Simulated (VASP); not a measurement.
# Y (P6_3/mmc) in VASP: a series of runs

Y is run at these levels: PBEsol; tasks: single point.

All numbers are computed with VASP 6.6.1; they aren't measurements. Logs are shortened: lines on timing, memory, paths and dates and some standing lists are left out, and cuts for length are marked.

## Step 1: The cell of the first run

It takes space group P6_3/mmc (No. 194, hexagonal). The conventional cell has a = 3.743 Å, b = 3.743 Å, c = 6.035 Å, α = 90.00°, β = 90.00°, γ = 120.00°. Y (site symmetry -6m2) has 12 Y at 3.71 to 3.74 Å within 4.9 Å.

## Step 2: Single point, PBEsol (strain +0.025 along x and y, +0.050 along z)

File INCAR:

```
PREC = Accurate
ENCUT = 520
EDIFF = 1E-6
ISMEAR = 0
SIGMA = 0.15
LREAL = False
LASPH = True
NELM = 100
ALGO = Fast
ISIF = 2
LWAVE = False
LCHARG = False
GGA = PS
NBANDS = 18
```

File KPOINTS:

```
Automatic mesh
0
Gamma
  18 18 8
```

File POSCAR:

```
Y
1.0
    3.7427867180      0.0000000000      0.0000000000
   -1.8713933590      3.2413483788      0.0000000000
    0.0000000000      0.0000000000      6.0347700000
Y
2
Direct
    0.3333333333      0.6666666667      0.2500000000
    0.6666666667      0.3333333333      0.7500000000
```

Potentials or basis: VASP PAW PBE potentials, release 64 (Y_sv).

The run is started by

```
$ cat potpaw_PBE.64/Y_sv/POTCAR > POTCAR
$ mpirun -np 1 vasp_std > vasp.out
```

OUTCAR:

```text
PREC = Accurate
   ENCUT = 520
   EDIFF = 1E-6
   ISMEAR = 0
   LREAL = False
   LASPH = True
   NELM = 100
   ISIF = 2
   GGA = PS

 ion  position               nearest neighbor table
   1  0.333  0.667  0.250-   2 3.71   2 3.71   2 3.71   2 3.71   2 3.71   2 3.71
   2  0.667  0.333  0.750-   1 3.71   1 3.71   1 3.71   1 3.71   1 3.71   1 3.71

  LATTYP: Found a hexagonal cell.
 ALAT       =     3.7427867180
 C/A-ratio  =     1.6123734679

  Lattice vectors:

 A1 = (   3.7427867180,   0.0000000000,   0.0000000000)
 A2 = (  -1.8713933590,   3.2413483788,   0.0000000000)
 A3 = (   0.0000000000,   0.0000000000,   6.0347700000)

Analysis of symmetry for initial positions (statically):
=====================================================================
 Subroutine PRICEL returns:
 Original cell was already a primitive cell.

 Routine SETGRP: Setting up the symmetry group for a
 hexagonal supercell.

 Subroutine GETGRP returns: Found 24 space group operations
 (whereof 12 operations were pure point group operations)
 out of a pool of 24 trial point group operations.

The static configuration has the point symmetry D_3d.
 The point group associated with its full space group is D_6h.

Analysis of symmetry for dynamics (positions and initial velocities):
=====================================================================
 Subroutine PRICEL returns:
 Original cell was already a primitive cell.

 Routine SETGRP: Setting up the symmetry group for a
 hexagonal supercell.

 Subroutine GETGRP returns: Found 24 space group operations
 (whereof 12 operations were pure point group operations)
 out of a pool of 24 trial point group operations.

The dynamic configuration has the point symmetry D_3d.
 The point group associated with its full space group is D_6h.

 Subroutine INISYM returns: Found 24 space group operations
 (whereof 12 operations are pure point group operations),
 and found     1 'primitive' translations

----------------------------------------------------------------------------------------

                                     Primitive cell

  volume of cell :      73.2119

  direct lattice vectors                    reciprocal lattice vectors
     3.742786718  0.000000000  0.000000000     0.267180600  0.154256791  0.000000000
    -1.871393359  3.241348379  0.000000000     0.000000000  0.308513582  0.000000000
     0.000000000  0.000000000  6.034770000     0.000000000  0.000000000  0.165706398

  length of vectors
     3.742786718  3.742786718  6.034770000     0.308513582  0.308513582  0.165706398

  position of ions in fractional coordinates (direct lattice)
     0.333333333  0.666666667  0.250000000
     0.666666667  0.333333333  0.750000000

  ion indices of the primitive-cell ions
   primitive index   ion index
                 1           1
                 2           2

----------------------------------------------------------------------------------------

 KPOINTS: Automatic mesh

Automatic generation of k-mesh.
 Grid dimensions read from file:
 generate k-points for:   18   18    8

 Generating k-lattice:

  Cartesian coordinates                     Fractional coordinates (reciprocal lattice)
     0.014843367  0.008569822  0.000000000     0.055555556 -0.000000000  0.000000000
     0.000000000  0.017139643  0.000000000     0.000000000  0.055555556  0.000000000
     0.000000000  0.000000000  0.020713300     0.000000000  0.000000000  0.125000000

  Length of vectors
     0.017139643  0.017139643  0.020713300

  Shift w.r.t. Gamma in fractional coordinates (k-lattice)
     0.000000000  0.000000000  0.000000000

 Subroutine IBZKPT returns following result:
 ===========================================

 Found    185 irreducible k-points:

 Following reciprocal coordinates:
            Coordinates               Weight
  0.000000  0.000000  0.000000      1.000000
  0.055556  0.000000  0.000000      6.000000
  0.111111  0.000000  0.000000      6.000000
  0.166667  0.000000  0.000000      6.000000
  0.222222  0.000000  0.000000      6.000000
  0.277778  0.000000  0.000000      6.000000
[... 16 lines left out ...]
  0.333333  0.111111  0.000000     12.000000
  0.388889  0.111111  0.000000     12.000000
 [... further k-points ...]
   k-points           NKPTS =    185   k-points in BZ     NKDIM =    185   number of bands    NBANDS=     18
   number of dos      NEDOS =    301   number of ions     NIONS =      2
   total plane-waves  NPLWV =  37632
   dimension x,y,z NGX =    28 NGY =   28 NGZ =   48
   dimension x,y,z NGXF=    56 NGYF=   56 NGZF=   96
   ions per type =               2
   NGX,Y,Z   is equivalent  to a cutoff of  12.44, 12.44, 13.22 a.u.
   NGXF,Y,Z  is equivalent  to a cutoff of  24.87, 24.87, 26.45 a.u.
 SYSTEM =  unknown system
   PREC   = accura    normal or accurate (medium, high low for compatibility)
   ISTART =      0    job   : 0-new  1-cont  2-samecut
   ICHARG =      2    charge: 1-file 2-atom 10-const
   ISPIN  =      1    spin polarized calculation?
   LNONCOLLINEAR =      F non collinear calculations
   LSORBIT =      F    spin-orbit coupling
   LASPH  =      T    aspherical Exc in radial PAW
   ENCUT  =  520.0 eV  38.22 Ry    6.18 a.u.   6.96  6.96 11.22*2*pi/ulx,y,z
   NELM   =    100;   NELMIN=  2; NELMDL= -5     # of ELM steps
   EDIFF  = 0.1E-05   stopping-criterion for ELM
   LREAL  =      F    real-space projection
   EDIFFG = 0.1E-04   stopping-criterion for IOM
   NSW    =      0    number of steps for IOM
   IBRION =     -1    ionic relax: 0-MD 1-quasi-New 2-CG
   NFREE  =      0    steps in history (QN), initial steepest desc. (CG)
   ISIF   =      2    stress and relaxation
   ISYM   =      2    0-nonsym 1-usesym 2-fastsym
   POTIM  = 0.5000    time-step for ionic-motion
   TEBEG  =    0.0;   TEEND  =   0.0 temperature during run
   PSTRESS=    0.0 pullay stress
   NELECT =      22.0000    total number of electrons
   NUPDOWN=      -1.0000    fix difference up-down
   EMIN   =  10.00;   EMAX   =-10.00  energy-range for DOS
   EFERMI =   0.00;   METHOD = LEGACY
   ISMEAR =     0;   SIGMA  =   0.15  broadening in eV -4-tet -1-fermi 0-gaus
   EFERMI_NEDOS =   21; number of points for ismear=-14 and -15
   IALGO  =     68    algorithm
   IMIX   =      4    mixing-type and parameters
     AMIX     =   0.40;   BMIX     =  1.00
     AMIX_MAG =   1.60;   BMIX_MAG =  1.00
  volume/ion in A,a.u.               =      36.61       247.03
  Fermi-wavevector in a.u.,A,eV,Ry     =   1.096533  2.072148 16.359450  1.202386
  Thomas-Fermi vector in A             =   2.232877
   LORBIT       =      0    0 simple, 1 ext, 2 COOP (PROOUT), +10 PAW based schemes
   GGA     = PS    functional components
   LHFCALC =     F    Hartree Fock is set to
   AEXX    =    0.0000 exact exchange contribution
   IVDW    =     0    specifies the selected vdW correction
   LEPSILON=     F    determine dielectric tensor
   LRPA    =     F    only Hartree local field effects (RPA)
 non-spin polarized calculation
 RMM-DIIS sequential band-by-band and
 Gauss-broadening in eV      SIGMA  =   0.15
  energy-cutoff  :      520.00
  volume of cell :       73.21
 maximum number of plane-waves:      1988
 NGX is ok and might be reduce to    28
   NGX = 13   NGY = 13   NGZ = 23

 number of electron      22.0000001 magnetization

 Free energy of the ion-electron system (eV)
  ---------------------------------------------------
  ext. energy  EPLUGINS =         0.00000000
  ---------------------------------------------------
  free energy    TOTEN  =       -13.45431197 eV

  energy without entropy =      -13.40185095  energy(sigma->0) =      -13.42808146

 E-fermi :   2.3909     XC(G=0):  -9.1204

 val. band max:        2.3880966601   @ k =   0.3889   0.2222   0.3750
 cond. band min:       2.3913763106   @ k =   0.3333   0.1667   0.2500
 fundamental gap:      0.0032796504
 Fermi energy:         2.3908959185

 k-point     1 :       0.0000    0.0000    0.0000
  band No.  band energies     occupation
      1     -40.4988      2.00000
      2     -40.4581      2.00000
      3     -20.6633      2.00000
      4     -20.3365      2.00000
      5     -20.3365      2.00000
      6     -20.2812      2.00000
[... 10 lines left out ...]
     17       5.0542      0.00000
     18       5.0542      0.00000

 k-point     2 :       0.0556    0.0000    0.0000
  band No.  band energies     occupation
      1     -40.4978      2.00000
      2     -40.4576      2.00000
      3     -20.6595      2.00000
      4     -20.3449      2.00000
      5     -20.3392      2.00000
      6     -20.2901      2.00000
[... 10 lines left out ...]
     17       4.9652      0.00000
     18       4.9973      0.00000

 k-point     3 :       0.1111    0.0000    0.0000
  band No.  band energies     occupation
      1     -40.4949      2.00000
      2     -40.4563      2.00000
      3     -20.6484      2.00000
      4     -20.3693      2.00000
      5     -20.3470      2.00000
      6     -20.3153      2.00000
[... 10 lines left out ...]
     17       4.7524      0.00000
     18       4.8496      0.00000

 k-point     4 :       0.1667    0.0000    0.0000
  band No.  band energies     occupation
      1     -40.4904      2.00000
      2     -40.4545      2.00000
      3     -20.6306      2.00000
      4     -20.4066      2.00000
      5     -20.3588      2.00000
      6     -20.3533      2.00000
[... 375 lines left out ...]
      4     -20.5429      2.00000
      5     -20.4986      2.00000
      6     -20.4086      2.00000
[... 10 lines left out ...]
     17       6.0407      0.00000
     18       6.5442      0.00000

 k-point    23 :       0.3333    0.1111    0.0000
  band No.  band energies     occupation
      1     -40.4649      2.00000
      2     -40.4475      2.00000
      3     -20.5777      2.00000
      4     -20.5238      2.00000
      5     -20.5157      2.00000
      6     -20.4250      2.00000
[... 10 lines left out ...]
     17       6.4703      0.00000
     18       6.9980      0.00000

 k-point    24 :       0.3889    0.1111    0.0000
  band No.  band energies     occupation
      1     -40.4609      2.00000
      2     -40.4475      2.00000
      3     -20.6004      2.00000
      4     -20.5402      2.00000
      5     -20.4936      2.00000
      6     -20.4355      2.00000
[... 10 lines left out ...]
     17       6.7796      0.00000
     18       7.1133      0.00000

 [... further k-points ...]
[... 5 lines left out ...]
  --------------------------------------------------------------------------------------
  -------------------------------------------------------------------------------------
  Total       -2.1472025     -2.1472025     -2.9035667      0.0000000      0.0000000      0.0000000
  in kB      -46.9896355    -46.9896355    -63.5420002      0.0000000      0.0000000      0.0000000
  external PRESSURE =     -52.5070904 kB  Pullay stress =       0.0000000 kB

 VOLUME and BASIS-vectors are now :
 -----------------------------------------------------------------------------
  energy-cutoff  :      520.00
  volume of cell :       73.21
      direct lattice vectors                 reciprocal lattice vectors
     3.742786718  0.000000000  0.000000000     0.267180600  0.154256791  0.000000000
    -1.871393359  3.241348379  0.000000000     0.000000000  0.308513582  0.000000000
     0.000000000  0.000000000  6.034770000     0.000000000  0.000000000  0.165706398

 POSITION                                       TOTAL-FORCE (eV/Angst)
 -----------------------------------------------------------------------------------
     -0.00000      2.16090      1.50869        -0.000000     -0.000000      0.000000
      1.87139      1.08045      4.52608         0.000000      0.000000      0.000000
 -----------------------------------------------------------------------------------
    total drift:                               -0.000000      0.000000     -0.000000

  FREE ENERGIE OF THE ION-ELECTRON SYSTEM (eV)
  ---------------------------------------------------
  free  energy   TOTEN  =       -13.4543119717 eV

  energy  without entropy=      -13.4018509483  energy(sigma->0) =      -13.42808146
```

Run time: 7.1 min. Hardware: 1 thread of Oxide Virtual Turin-like, shared host; peak memory 0.33 GiB.

Results:

- Free energy: -13.4543 eV
- Pressure: -5.3 GPa
- Band gap on the k mesh: zero (bands 11 and 12 overlap by 1.22 eV)

Stress tensor (GPa, compression positive):
```
-4.70  0.00  0.00
 0.00 -4.70  0.00
 0.00  0.00 -6.35
```

Levels at points of the mesh, in eV from the Fermi level:
```tsv
k point	band 7	band 8	band 9	band 10	band 11	band 12	band 13	band 14	band 15	band 16
(0.00, 0.00, 0.00)	-22.67	-22.66	-4.52	-1.79	0.46	1.66	1.66	1.72	2.14	2.14
(0.50, 0.00, 0.00)	-22.76	-22.72	-1.61	-1.03	-0.69	-0.16	1.14	1.50	1.73	4.58
(0.00, 0.00, 0.50)	-22.70	-22.70	-3.26	-3.26	0.79	0.79	1.62	1.62	1.62	1.62
(0.50, 0.00, 0.50)	-22.76	-22.76	-1.51	-1.51	0.03	0.03	1.14	1.14	2.60	2.60
```

Caveat: the cell differs from its parent crystal (strain +0.025 along x and y, +0.050 along z); the cell stands under tension; the PAW data sets were made with another functional, which shifts forces and pressure a little.

## Step 3: Single point, PBEsol (strain +0.050 along x and y, +0.025 along z)

File INCAR:

```
ALGO     = Fast           # electronic algorithm
EDIFF    = 1E-6           # SCF threshold, eV
ENCUT    = 520            # plane-wave cutoff, eV
GGA      = PS             # functional
ISIF     = 2              # what is computed and relaxed
ISMEAR   = 0              # smearing method
LASPH    = T              # aspherical terms in the spheres
LCHARG   = F              # write CHGCAR
LREAL    = F              # projectors in reciprocal space
LWAVE    = F              # write WAVECAR
NBANDS   = 18             # bands
NELM     = 100            # most SCF steps
PREC     = Accurate       # precision mode
SIGMA    = 0.15           # smearing width, eV
```

File KPOINTS:

```
k-points
0
Gamma
  18 18 8
```

File POSCAR:

```
Y
1.0
    3.8340741989      0.0000000000      0.0000000000
   -1.9170370994      3.3204056563      0.0000000000
    0.0000000000      0.0000000000      5.8910850000
Y
2
Direct
    0.3333333333      0.6666666667      0.2500000000
    0.6666666667      0.3333333333      0.7500000000
```

Potentials or basis: VASP PAW PBE potentials, release 64 (Y_sv).

The run is started by

```
$ cat potpaw_PBE.64/Y_sv/POTCAR > POTCAR
$ mpirun -np 1 vasp_std > vasp.out
```

It took 9.8 min on 1 thread of Oxide Virtual Turin-like, shared host; peak memory 0.35 GiB.

It converged, with:

```
Free energy            : -13.4008 eV
Pressure               : -5.8 GPa
Band gap on the k mesh : zero (bands 11 and 12 overlap by 1.44 eV)
```

Stress tensor (GPa, compression positive):
```
-6.02  0.00  0.00
 0.00 -6.02  0.00
 0.00  0.00 -5.49
```

Levels at points of the mesh, in eV from the Fermi level:
| k point | band 9 | band 10 | band 11 | band 12 | band 13 | band 14 |
| --- | --- | --- | --- | --- | --- | --- |
| (0.00, 0.00, 0.00) | -4.46 | -1.64 | 0.69 | 1.59 | 1.59 | 1.99 |
| (0.50, 0.00, 0.00) | -1.65 | -0.98 | -0.60 | -0.29 | 1.26 | 1.29 |
| (0.00, 0.00, 0.50) | -3.14 | -3.14 | 0.96 | 0.96 | 1.48 | 1.48 |
| (0.50, 0.00, 0.50) | -1.47 | -1.47 | 0.09 | 0.09 | 1.13 | 1.13 |

Caveat: the cell differs from its parent crystal (strain +0.050 along x and y, +0.025 along z); the cell stands under tension; the PAW data sets were made with another functional, which shifts forces and pressure a little.

(Continued in part 2 of 2.)
